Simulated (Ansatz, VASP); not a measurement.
# Two plane-wave programs on Re

INCAR

```
SYSTEM = Re
PREC     = Accurate       ! precision mode
ENCUT    = 520            ! plane-wave cutoff, eV
EDIFF    = 1E-6           ! SCF threshold, eV
ISMEAR   = 0              ! smearing method
SIGMA    = 0.15           ! smearing width, eV
LREAL    = .FALSE.        ! projectors in reciprocal space
LASPH    = .TRUE.         ! aspherical terms in the spheres
NELM     = 80             ! most SCF steps
ALGO     = Normal         ! electronic algorithm
ISIF     = 2              ! what is computed and relaxed
LWAVE    = .FALSE.        ! write WAVECAR
LCHARG   = .FALSE.        ! write CHGCAR
GGA      = PE             ! functional
NBANDS   = 10             ! bands
```

The input KPOINTS:

```
regular mesh
0
G
  10 10 10
  0 0 0
```

Contents of POSCAR:

```
Re
1.0
    0.0000000000      1.8791241854      2.1929379244
    1.8791241854      0.0000000000      2.1929379244
    1.8791241854      1.8791241854      0.0000000000
Re
1
Direct
    0.0000000000      0.0000000000      0.0000000000
```

Input for Ansatz:

```yaml
crystal:
  lattice:
    - [0.0, 1.8791241854, 2.1929379244]
    - [1.8791241854, 0.0, 2.1929379244]
    - [1.8791241854, 1.8791241854, 0.0]
  atoms:
    - { symbol: Re, position: [0.0, 0.0, 0.0] }
basis:
  ecutwfc: 420
kpoints:
  mp_grid: { grid: [10, 10, 10] }
hamiltonian:
  xc: pbe
scf:
  occupations: { method: gaussian, width: 0.15 }
output:
  forces: true
  stress: true
  eigenvalues: true
```

Alike in both runs: task single point; functional PBE; k mesh 10 × 10 × 10; occupations gaussian, width 0.15 eV; no spin polarisation.

```csv
,VASP,Ansatz
version,VASP 6.6.1,Ansatz 0.2.0
potentials or method,"VASP PAW PBE potentials, release 64 (Re), cutoff 520 eV","scalar-relativistic, plane waves, PAW"
valence electrons in the cell,7,15
```

Ansatz gave:

| Item | Value |
| --- | --- |
| gap on the k mesh at the Fermi level (eV) | none |
| pressure (GPa) | -7.2 |
| traceless stress, the component that is largest in VASP (GPa) | -26.13 |

Task: What did VASP give for the same quantities?

Result: gap on the k mesh at the Fermi level (eV): none; pressure (GPa): -7.9; traceless stress, the component that is largest in VASP (GPa): -25.61.

A gap of «none» marks a metal or a gap that the smearing closes. VASP's potentials hold 7 valence electrons a cell and Ansatz's 15, so a difference there can come from the potentials and not from the codes.

Spin-orbit coupling is off throughout.
